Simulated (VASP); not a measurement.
# W3O (Pmm2) in VASP: single point with PBEsol

Aim: the single point of W3O with PBEsol.

Everything below comes from runs of VASP 6.6.1. Logs are shortened: lines on timing, memory, paths and dates and some standing lists are left out, and cuts for length are marked.

### Step 1. The cell of the first run

It takes space group Pmm2 (No. 25, orthorhombic). Conventional cell: a = 4.831 Å, b = 4.831 Å, c = 4.831 Å, α = 90.00°, β = 90.00°, γ = 90.00°. W (site symmetry m) has 10 W at 2.42 to 2.96 Å and 4 O at 2.70 Å within 3.2 Å. W (site symmetry m) has 10 W at 2.42 to 2.96 Å and 4 O at 2.65 to 2.75 Å within 3.2 Å. Within 3.2 Å of W (site symmetry mm2) lie 10 W at 2.42 to 2.96 Å and 4 O at 2.67 to 2.70 Å. W (site symmetry mm2) has 10 W at 2.42 to 2.96 Å and 4 O at 2.70 to 2.73 Å within 3.2 Å. O (site symmetry mm2) has 12 W at 2.65 to 2.75 Å within 3.5 Å. O (site symmetry mm2) has 12 W at 2.70 Å within 3.6 Å.

### Step 2. Single point, PBEsol (atom 7 (O) moved -0.060 Å along Cartesian [1 0 0])

INCAR

```
ALGO = Normal
EDIFF = 1E-7
ENCUT = 520
GGA = PS
ISIF = 2
ISMEAR = 0
LASPH = T
LCHARG = F
LREAL = F
LWAVE = F
NBANDS = 58
NELM = 60
PREC = Accurate
SIGMA = 0.15
```

KPOINTS

```
k-points
0
Gamma
  8 8 8
```

POSCAR

```
W3O
1.0
    4.8313496810      0.0000000000      0.0000000000
    0.0000000000      4.8313496810      0.0000000000
    0.0000000000      0.0000000000      4.8313496810
W O
6 2
Direct
    0.5000000000      0.7500000000      0.0000000000
    0.0000000000      0.5000000000      0.7500000000
    0.2500000000      0.0000000000      0.5000000000
    0.5000000000      0.2500000000      0.0000000000
    0.0000000000      0.5000000000      0.2500000000
    0.7500000000      0.0000000000      0.5000000000
    0.4875811100      0.5000000000      0.5000000000
    0.0000000000      0.0000000000      0.0000000000
```

Potentials or basis: VASP PAW PBE potentials, release 64 (W_sv, O).

Launch:

```bash
$ cat potpaw_PBE.64/W_sv/POTCAR potpaw_PBE.64/O/POTCAR > POTCAR
$ mpirun -np 1 vasp_std > vasp.out
```

OUTCAR:

```text
EDIFF = 1E-7
   ENCUT = 520
   GGA = PS
   ISIF = 2
   ISMEAR = 0
   LASPH = T
   LREAL = F
   NELM = 60
   PREC = Accurate

 ion  position               nearest neighbor table
   1  0.500  0.750  0.000-   4 2.42   4 2.42   8 2.70   8 2.70   7 2.70   7 2.70   2 2.96   3 2.96
                             6 2.96   5 2.96   6 2.96   2 2.96   5 2.96   3 2.96
   2  0.000  0.500  0.750-   5 2.42   5 2.42   7 2.65   8 2.70   8 2.70   3 2.96   4 2.96   1 2.96
                             3 2.96   6 2.96   6 2.96   1 2.96   4 2.96
   3  0.250  0.000  0.500-   6 2.42   6 2.42   7 2.67   7 2.67   8 2.70   8 2.70   4 2.96   1 2.96
                             4 2.96   5 2.96   2 2.96   5 2.96   1 2.96   2 2.96
   4  0.500  0.250  0.000-   1 2.42   1 2.42   8 2.70   8 2.70   7 2.70   7 2.70   3 2.96   3 2.96
                             6 2.96   5 2.96   6 2.96   2 2.96   5 2.96   2 2.96
   5  0.000  0.500  0.250-   2 2.42   2 2.42   7 2.65   8 2.70   8 2.70   1 2.96   3 2.96   4 2.96
                             3 2.96   6 2.96   6 2.96   1 2.96   4 2.96
   6  0.750  0.000  0.500-   3 2.42   3 2.42   8 2.70   8 2.70   7 2.73   7 2.73   1 2.96   1 2.96
                             4 2.96   4 2.96   2 2.96   5 2.96   5 2.96   2 2.96
   7  0.488  0.500  0.500-   2 2.65   5 2.65   3 2.67   3 2.67   1 2.70   1 2.70   4 2.70   4 2.70
                             6 2.73   6 2.73
   8  0.000  0.000  0.000-   1 2.70   2 2.70   3 2.70   4 2.70   5 2.70   6 2.70   3 2.70   6 2.70
                             2 2.70   5 2.70   1 2.70   4 2.70

  LATTYP: Found a simple cubic cell.
 ALAT       =     4.8313496810

  Lattice vectors:

 A1 = (   4.8313496810,   0.0000000000,   0.0000000000)
 A2 = (   0.0000000000,   4.8313496810,   0.0000000000)
 A3 = (   0.0000000000,   0.0000000000,   4.8313496810)

Analysis of symmetry for initial positions (statically):
=====================================================================
 Subroutine PRICEL returns:
 Original cell was already a primitive cell.

 Routine SETGRP: Setting up the symmetry group for a
 simple cubic supercell.

 Subroutine GETGRP returns: Found  4 space group operations
 (whereof  4 operations were pure point group operations)
 out of a pool of 48 trial point group operations.

The static configuration has the point symmetry C_2v.

Analysis of symmetry for dynamics (positions and initial velocities):
=====================================================================
 Subroutine PRICEL returns:
 Original cell was already a primitive cell.

 Routine SETGRP: Setting up the symmetry group for a
 simple cubic supercell.

 Subroutine GETGRP returns: Found  4 space group operations
 (whereof  4 operations were pure point group operations)
 out of a pool of 48 trial point group operations.

The dynamic configuration has the point symmetry C_2v.

 Subroutine INISYM returns: Found  4 space group operations
 (whereof  4 operations are pure point group operations),
 and found     1 'primitive' translations

----------------------------------------------------------------------------------------

                                     Primitive cell

  volume of cell :     112.7731

  direct lattice vectors                    reciprocal lattice vectors
     4.831349681  0.000000000  0.000000000     0.206981499  0.000000000  0.000000000
     0.000000000  4.831349681  0.000000000     0.000000000  0.206981499  0.000000000
     0.000000000  0.000000000  4.831349681     0.000000000  0.000000000  0.206981499

  length of vectors
     4.831349681  4.831349681  4.831349681     0.206981499  0.206981499  0.206981499

  position of ions in fractional coordinates (direct lattice)
     0.500000000  0.750000000  0.000000000
     0.000000000  0.500000000  0.750000000
     0.250000000  0.000000000  0.500000000
     0.500000000  0.250000000  0.000000000
     0.000000000  0.500000000  0.250000000
     0.750000000  0.000000000  0.500000000
     0.487581110  0.500000000  0.500000000
     0.000000000  0.000000000  0.000000000

  ion indices of the primitive-cell ions
   primitive index   ion index
                 1           1
                 2           2
                 3           3
                 4           4
                 5           5
                 6           6
                 7           7
                 8           8

----------------------------------------------------------------------------------------

 KPOINTS: k-points

Automatic generation of k-mesh.
 Grid dimensions read from file:
 generate k-points for:    8    8    8

 Generating k-lattice:

  Cartesian coordinates                     Fractional coordinates (reciprocal lattice)
     0.025872687  0.000000000  0.000000000     0.125000000  0.000000000  0.000000000
     0.000000000  0.025872687  0.000000000     0.000000000  0.125000000  0.000000000
     0.000000000  0.000000000  0.025872687     0.000000000  0.000000000  0.125000000

  Length of vectors
     0.025872687  0.025872687  0.025872687

  Shift w.r.t. Gamma in fractional coordinates (k-lattice)
     0.000000000  0.000000000  0.000000000

 Subroutine IBZKPT returns following result:
 ===========================================

 Found    125 irreducible k-points:

 Following reciprocal coordinates:
            Coordinates               Weight
  0.000000  0.000000  0.000000      1.000000
  0.125000  0.000000  0.000000      2.000000
  0.000000  0.125000  0.000000      2.000000
  0.000000  0.000000  0.125000      2.000000
  0.250000  0.000000  0.000000      2.000000
  0.000000  0.250000  0.000000      2.000000
[... 16 lines left out ...]
  0.375000  0.125000  0.000000      4.000000
  0.000000  0.375000  0.125000      4.000000
 [... further k-points ...]
   k-points           NKPTS =    125   k-points in BZ     NKDIM =    125   number of bands    NBANDS=     58
   number of dos      NEDOS =    301   number of ions     NIONS =      8
   total plane-waves  NPLWV =  46656
   dimension x,y,z NGX =    36 NGY =   36 NGZ =   36
   dimension x,y,z NGXF=    72 NGYF=   72 NGZF=   72
   ions per type =               6   2
   NGX,Y,Z   is equivalent  to a cutoff of  12.39, 12.39, 12.39 a.u.
   NGXF,Y,Z  is equivalent  to a cutoff of  24.78, 24.78, 24.78 a.u.
 SYSTEM =  unknown system
   PREC   = accura    normal or accurate (medium, high low for compatibility)
   ISTART =      0    job   : 0-new  1-cont  2-samecut
   ICHARG =      2    charge: 1-file 2-atom 10-const
   ISPIN  =      1    spin polarized calculation?
   LNONCOLLINEAR =      F non collinear calculations
   LSORBIT =      F    spin-orbit coupling
   LASPH  =      T    aspherical Exc in radial PAW
   ENCUT  =  520.0 eV  38.22 Ry    6.18 a.u.   8.98  8.98  8.98*2*pi/ulx,y,z
   NELM   =     60;   NELMIN=  2; NELMDL= -5     # of ELM steps
   EDIFF  = 0.1E-06   stopping-criterion for ELM
   LREAL  =      F    real-space projection
   EDIFFG = 0.1E-05   stopping-criterion for IOM
   NSW    =      0    number of steps for IOM
   IBRION =     -1    ionic relax: 0-MD 1-quasi-New 2-CG
   NFREE  =      0    steps in history (QN), initial steepest desc. (CG)
   ISIF   =      2    stress and relaxation
   ISYM   =      2    0-nonsym 1-usesym 2-fastsym
   POTIM  = 0.5000    time-step for ionic-motion
   TEBEG  =    0.0;   TEEND  =   0.0 temperature during run
   PSTRESS=    0.0 pullay stress
   NELECT =      96.0000    total number of electrons
   NUPDOWN=      -1.0000    fix difference up-down
   EMIN   =  10.00;   EMAX   =-10.00  energy-range for DOS
   EFERMI =   0.00;   METHOD = LEGACY
   ISMEAR =     0;   SIGMA  =   0.15  broadening in eV -4-tet -1-fermi 0-gaus
   EFERMI_NEDOS =   21; number of points for ismear=-14 and -15
   IALGO  =     38    algorithm
   IMIX   =      4    mixing-type and parameters
     AMIX     =   0.40;   BMIX     =  1.00
     AMIX_MAG =   1.60;   BMIX_MAG =  1.00
  volume/ion in A,a.u.               =      14.10        95.13
  Fermi-wavevector in a.u.,A,eV,Ry     =   1.551542  2.931989 32.753053  2.407281
  Thomas-Fermi vector in A             =   2.656046
   LORBIT       =      0    0 simple, 1 ext, 2 COOP (PROOUT), +10 PAW based schemes
   GGA     = PS    functional components
   LHFCALC =     F    Hartree Fock is set to
   AEXX    =    0.0000 exact exchange contribution
   IVDW    =     0    specifies the selected vdW correction
   LEPSILON=     F    determine dielectric tensor
   LRPA    =     F    only Hartree local field effects (RPA)
 non-spin polarized calculation
 Gauss-broadening in eV      SIGMA  =   0.15
  energy-cutoff  :      520.00
  volume of cell :      112.77
 maximum number of plane-waves:      3060
   NGX = 17   NGY = 17   NGZ = 17

 number of electron      95.9999960 magnetization

 Free energy of the ion-electron system (eV)
  ---------------------------------------------------
  ext. energy  EPLUGINS =         0.00000000
  ---------------------------------------------------
  free energy    TOTEN  =       -86.56470065 eV

  energy without entropy =      -86.48799413  energy(sigma->0) =      -86.52634739

 E-fermi :  10.0909     XC(G=0): -13.4047

 val. band max:       10.0903464140   @ k =   0.0000   0.1250   0.1250
 cond. band min:      10.0954047871   @ k =   0.1250   0.1250   0.0000
 fundamental gap:      0.0050583731
 Fermi energy:        10.0909476676

 k-point     1 :       0.0000    0.0000    0.0000
  band No.  band energies     occupation
      1     -64.1031      2.00000
      2     -64.0373      2.00000
      3     -64.0367      2.00000
      4     -63.8016      2.00000
      5     -63.8006      2.00000
      6     -63.8006      2.00000
[... 50 lines left out ...]
     57      13.5792      0.00000
     58      14.1248      0.00000

 k-point     2 :       0.1250    0.0000    0.0000
  band No.  band energies     occupation
      1     -64.0984      2.00000
      2     -64.0390      2.00000
      3     -64.0303      2.00000
      4     -63.8104      2.00000
      5     -63.8017      2.00000
      6     -63.8007      2.00000
[... 50 lines left out ...]
     57      13.3597      0.00000
     58      13.9966      0.00000

 k-point     3 :       0.0000    0.1250    0.0000
  band No.  band energies     occupation
      1     -64.0985      2.00000
      2     -64.0391      2.00000
      3     -64.0301      2.00000
      4     -63.8105      2.00000
      5     -63.8017      2.00000
      6     -63.8006      2.00000
[... 1216 lines left out ...]
      3     -63.9735      2.00000
      4     -63.8793      2.00000
      5     -63.8105      2.00000
      6     -63.8017      2.00000
[... 50 lines left out ...]
     57      12.9158      0.00000
     58      12.9187      0.00000

 k-point    24 :       0.0000    0.3750    0.1250
  band No.  band energies     occupation
      1     -64.0703      2.00000
      2     -64.0472      2.00000
      3     -63.9731      2.00000
      4     -63.8796      2.00000
      5     -63.8115      2.00000
      6     -63.8006      2.00000
[... 50 lines left out ...]
     57      12.9000      0.00000
     58      12.9344      0.00000

 [... further k-points ...]

------------------------ aborting loop because EDIFF is reached ----------------------------------------

  FORCE on cell =-STRESS in cart. coord.  units (eV):
  Direction    XX          YY          ZZ          XY          YZ          ZX
  --------------------------------------------------------------------------------------
  -------------------------------------------------------------------------------------
  Total        0.6858075      0.7329150      0.7108240      0.0000000      0.0000000      0.0000000
  in kB        9.7433301     10.4125901     10.0987418      0.0000000      0.0000000      0.0000000
  external PRESSURE =      10.0848873 kB  Pullay stress =       0.0000000 kB

 VOLUME and BASIS-vectors are now :
 -----------------------------------------------------------------------------
  energy-cutoff  :      520.00
  volume of cell :      112.77
      direct lattice vectors                 reciprocal lattice vectors
     4.831349681  0.000000000  0.000000000     0.206981499  0.000000000  0.000000000
     0.000000000  4.831349681  0.000000000     0.000000000  0.206981499  0.000000000
     0.000000000  0.000000000  4.831349681     0.000000000  0.000000000  0.206981499

 POSITION                                       TOTAL-FORCE (eV/Angst)
 -----------------------------------------------------------------------------------
      2.41567      3.62351      0.00000        -0.001381     -0.002902      0.000000
      0.00000      2.41567      3.62351         0.095781      0.000000      0.004571
      1.20784      0.00000      2.41567         0.036262      0.000000      0.000000
      2.41567      1.20784      0.00000        -0.001381      0.002902      0.000000
      0.00000      2.41567      1.20784         0.095781      0.000000     -0.004571
      3.62351      0.00000      2.41567         0.032883      0.000000      0.000000
      2.35567      2.41567      2.41567        -0.276695      0.000000      0.000000
      0.00000      0.00000      0.00000         0.018751      0.000000      0.000000
 -----------------------------------------------------------------------------------
    total drift:                                0.000010      0.000000      0.000000

  FREE ENERGIE OF THE ION-ELECTRON SYSTEM (eV)
  ---------------------------------------------------
  free  energy   TOTEN  =       -86.5647006492 eV

  energy  without entropy=      -86.4879941281  energy(sigma->0) =      -86.52634739
```

Wall time 6.4 min (1 thread of Intel Xeon 6975P-C (Granite Rapids), shared host); peak memory 0.62 GiB.

Results:

| Quantity | Value |
| --- | --- |
| Free energy | -86.5647 eV |
| Pressure | 1.0 GPa |
| Largest force | 0.277 eV/Å |
| Band gap on the k mesh | zero (bands 48 and 49 overlap by 0.93 eV) |

Forces in eV/Å, atoms in the order of the input:
```
W   -0.001 -0.003  0.000
W    0.096  0.000  0.005
W    0.036  0.000  0.000
W   -0.001  0.003  0.000
W    0.096  0.000 -0.005
W    0.033  0.000  0.000
O   -0.277  0.000  0.000
O    0.019  0.000  0.000
```

Caveat: the cell differs from its parent crystal (atom 7 (O) moved -0.060 Å along Cartesian [1 0 0]); the PAW data sets were made with another functional, which shifts forces and pressure a little; spin-orbit coupling is left out, which moves the levels of the heavy elements.
